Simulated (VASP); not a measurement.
Write the native input for VASP 6.6.1 that does the following.

* Task: single point
* Functional: PBEsol
* Potentials or basis: VASP PAW PBE potentials, release 64 (K_sv, Cl)
* Cutoff: 520 eV
* k mesh: 6 × 6 × 6
* Occupations: gaussian, width 0.01 eV
* Spin: no spin polarisation
* Dipole correction: no
* Further INCAR settings: ALGO = Normal; EDIFF = 1e-06; NBANDS = 15

The structure of KCl lies in POSCAR:

```
KCl
1.0
    2.9705766262      2.9705766262      0.0000000000
   -2.9705766262      2.9705766262      0.0000000000
    0.0000000000      2.9705766262      2.9705766262
K Cl
1 1
Direct
    0.0000000000      0.0000000000      0.0000000000
    0.5000000000      0.5000000000      0.0000000000
```

The input as run:

INCAR

```
SYSTEM = KCl
  PREC = Accurate
  ENCUT = 520
  EDIFF = 1E-6
  ISMEAR = 0
  SIGMA = 0.01
  LREAL = .False.
  LASPH = .True.
  NELM = 60
  ALGO = Normal
  ISIF = 2
  LWAVE = .False.
  LCHARG = .False.
  GGA = PS
  NBANDS = 15
```

KPOINTS

```
Automatic mesh
0
Gamma
  6 6 6
  0 0 0
```

Potentials or basis: VASP PAW PBE potentials, release 64 (K_sv, Cl).

Launch:

```sh
$ cat potpaw_PBE.64/K_sv/POTCAR potpaw_PBE.64/Cl/POTCAR > POTCAR
$ mpirun -np 1 vasp_std > vasp.out
```

Results of the run:

The pressure is 4.1 GPa and the band gap on the k mesh is 5.63 eV, direct.

Caveat: the PAW data sets were made with another functional, which shifts forces and pressure a little.

It took 25 s on 1 thread of AMD EPYC 7R13 (shared host), peak memory 0.14 GiB.
